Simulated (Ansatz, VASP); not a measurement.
# Two plane-wave programs on GaN

The input INCAR:

```
PREC = Accurate ; ENCUT = 600
EDIFF = 1E-6 ; ISMEAR = 0
SIGMA = 0.01 ; LREAL = False
LASPH = True ; NELM = 120
ALGO = Normal ; ISIF = 2
LWAVE = False ; LCHARG = True
GGA = PE ; LELF = True
LVHAR = True ; NBANDS = 26
GGA_COMPAT = False
```

KPOINTS

```
regular mesh
0
Gamma
  6 6 3
```

Contents of POSCAR:

```
GaN
1.0
    3.1800000000      0.0000000000      0.0000000000
   -1.5900000000      2.7539607800      0.0000000000
    0.0000000000      0.0000000000      5.1660000000
Ga N
2 2
Direct
    0.3333333333      0.6666666667      0.0000000000
    0.6666666667      0.3333333333      0.5000000000
    0.3333333333      0.6666666667      0.3750000000
    0.6666666667      0.3333333333      0.8750000000
```

Input for Ansatz:

```yaml
crystal:
  lattice:
    - [3.18, 0.0, 0.0]
    - [-1.59, 2.75396078, 0.0]
    - [0.0, 0.0, 5.166]
  atoms:
    - { symbol: Ga, position: [0.3333333333333333, 0.6666666666666666, 0.0] }
    - { symbol: Ga, position: [0.6666666666666666, 0.3333333333333333, 0.5] }
    - { symbol: "N", position: [0.3333333333333333, 0.6666666666666666, 0.375] }
    - { symbol: "N", position: [0.6666666666666666, 0.3333333333333333, 0.8750000000000001] }
basis:
  ecutwfc: 420.0
kpoints:
  mp_grid:
    grid: [6, 6, 3]
    shift: [0.0, 0.0, 0.0]
  band_path:
    path:
      - [0.0, 0.0, 0.0]
      - [-0.010122254380644544, 0.005061127190322272, 0.0]
      - [0.010122254380644544, -0.005061127190322272, 0.0]
      - [0.0, -0.008766129424364234, 0.0]
      - [0.0, 0.008766129424364234, 0.0]
      - [0.0, 0.0, -0.016443888720254627]
      - [0.0, 0.0, 0.016443888720254627]
      - [0.010122254380644544, 0.003705002234041962, 0.0]
      - [0.010122254380644544, -0.013827256614686506, 0.0]
      - [-0.010122254380644544, 0.013827256614686506, 0.0]
      - [-0.010122254380644544, -0.003705002234041962, 0.0]
      - [0.010122254380644544, -0.005061127190322272, 0.016443888720254627]
      - [0.010122254380644544, -0.005061127190322272, -0.016443888720254627]
      - [-0.010122254380644544, 0.005061127190322272, 0.016443888720254627]
      - [-0.010122254380644544, 0.005061127190322272, -0.016443888720254627]
      - [0.0, 0.008766129424364234, 0.016443888720254627]
      - [0.0, 0.008766129424364234, -0.016443888720254627]
      - [0.0, -0.008766129424364234, 0.016443888720254627]
      - [0.0, -0.008766129424364234, -0.016443888720254627]
    npoints: 1
hamiltonian:
  xc: pbe
scf:
  occupations:
    method: fixed
```

Alike in both runs: task single point; functional PBE; k mesh 6 × 6 × 3; no spin polarisation.

|  | VASP | Ansatz |
| --- | --- | --- |
| version | VASP 6.6.1 | Ansatz 0.2.0 |
| potentials or method | VASP PAW PBE potentials, release 64 (Ga_d, N), cutoff 600 eV | plane waves, PAW |
| occupations | gaussian, width 0.01 eV | fixed |
| valence electrons in the cell | 36 | 36 |

```csv
,VASP,Ansatz,Ansatz less VASP
gap on the k mesh at the Fermi level (eV),1.97,1.96,-0.009
```
